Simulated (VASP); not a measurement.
Wanted: the native input for a VASP 6.6.1 run.

- Task: density of states
- Functional: PBE
- Potentials or basis: VASP PAW PBE potentials, release 64 (Cr_pv)
- Cutoff: 520 eV
- k mesh: 16 × 16 × 16
- Occupations: gaussian, width 0.05 eV
- Spin: collinear spin, antiferromagnetic start
- Starting moments: [1.13, -1.13] μB
- Dipole correction: no
- k mesh for the DOS: 24 × 24 × 24
- Occupations for the DOS: tetrahedron
- Further INCAR settings: ALGO = Normal; EDIFF = 1e-07; NBANDS = 23

The system is Cr.

```
Cr
1.0
     2.86643    0.00000    0.00000
     0.00000    2.86643    0.00000
     0.00000    0.00000    2.86643
Cr
2
Cartesian
  0.0000 0.0000 0.0000
  1.4332 1.4332 1.4332
```

The input as run:

POSCAR

```
Cr
1.0
    2.8664308390      0.0000000000      0.0000000000
    0.0000000000      2.8664308390      0.0000000000
    0.0000000000      0.0000000000      2.8664308390
Cr
2
Direct
    0.0000000000      0.0000000000      0.0000000000
    0.5000000000      0.5000000000      0.5000000000
```

INCAR.step1

```
ALGO = Normal
EDIFF = 1E-7
ENCUT = 520
GGA = PE
ISIF = 2
ISMEAR = 0
ISPIN = 2
LASPH = True
LCHARG = True
LMAXMIX = 4
LREAL = False
LWAVE = False
MAGMOM = 1.13 -1.13
NBANDS = 23
NELM = 150
PREC = Accurate
SIGMA = 0.05
```

KPOINTS.step1

```
k-points
0
Gamma
  16 16 16
```

INCAR.step2

```
ALGO = Normal
EDIFF = 1E-7
ENCUT = 520
GGA = PE
ICHARG = 11
ISIF = 2
ISMEAR = -5
ISPIN = 2
LASPH = True
LCHARG = False
LMAXMIX = 4
LORBIT = 11
LREAL = False
LWAVE = False
MAGMOM = 1.13 -1.13
NBANDS = 23
NEDOS = 2001
NELM = 150
PREC = Accurate
SIGMA = 0.05
```

KPOINTS.step2

```
k-points
0
Gamma
  24 24 24
```

Potentials or basis: VASP PAW PBE potentials, release 64 (Cr_pv).

Command:

```sh
$ cat potpaw_PBE.64/Cr_pv/POTCAR > POTCAR
$ cp INCAR.step1 INCAR
$ cp KPOINTS.step1 KPOINTS
$ mpirun -np 1 vasp_std > vasp.out
$ cp INCAR.step2 INCAR
$ cp KPOINTS.step2 KPOINTS
$ mpirun -np 1 vasp_std > vasp.out
```

Results of the run:

```json
{
 "Net moment": "0.00 μB per cell",
 "Site moments": "Cr +1.13, -1.13 μB",
 "Valence electrons inside the program's atomic spheres": "Cr 11.02"
}
```

Run time: 9.5 min on 1 thread of Oxide Virtual Turin-like Processor (shared host), peak memory 0.41 GiB.
